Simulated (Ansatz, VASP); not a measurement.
## Two plane-wave programs on NbSi2

```
CELL_PARAMETERS angstrom
4.82309 0.00000 0.00000
-2.41154 4.17692 0.00000
0.00000 0.00000 6.62898
ATOMIC_POSITIONS crystal
Si 0.16700 0.33400 0.00000
Si 0.83300 0.16700 0.66667
Si 0.66600 0.83300 0.33333
Si 0.83300 0.66600 0.00000
Si 0.16700 0.83300 0.66667
Si 0.33400 0.16700 0.33333
Nb 0.50000 0.00000 0.00000
Nb 0.50000 0.50000 0.66667
Nb 0.00000 0.50000 0.33333
```

Alike in both runs: task single point; functional PBE; dispersion D3(BJ); k mesh 4 × 4 × 3; no spin polarisation.

```csv
,VASP,Ansatz
version,VASP 6.6.1,Ansatz 0.2.0
potentials or method,"VASP PAW PBE potentials, release 64 (Si, Nb_sv), cutoff 520 eV",PAW plane waves
occupations,"fermi-dirac, width 0.1 eV",fermi-dirac
valence electrons in the cell,63,63
```

```tsv
	VASP	Ansatz	Ansatz less VASP
gap on the k mesh at the Fermi level (eV)	none	none	-
pressure (GPa)	-7.1	-6.9	+0.23
traceless stress, the component that is largest in VASP (GPa)	1.30	1.33	+0.024
rms of the force components (eV/Å)	0.321	0.322	+0.0008
```

Atom by atom the forces differ by 0.001 eV/Å (rms over components). A gap of «none» marks a metal or a gap that the smearing closes. Ansatz's warnings: structure snapped to symmetry.

The k mesh is coarse, so the values compare programs but aren't converged.
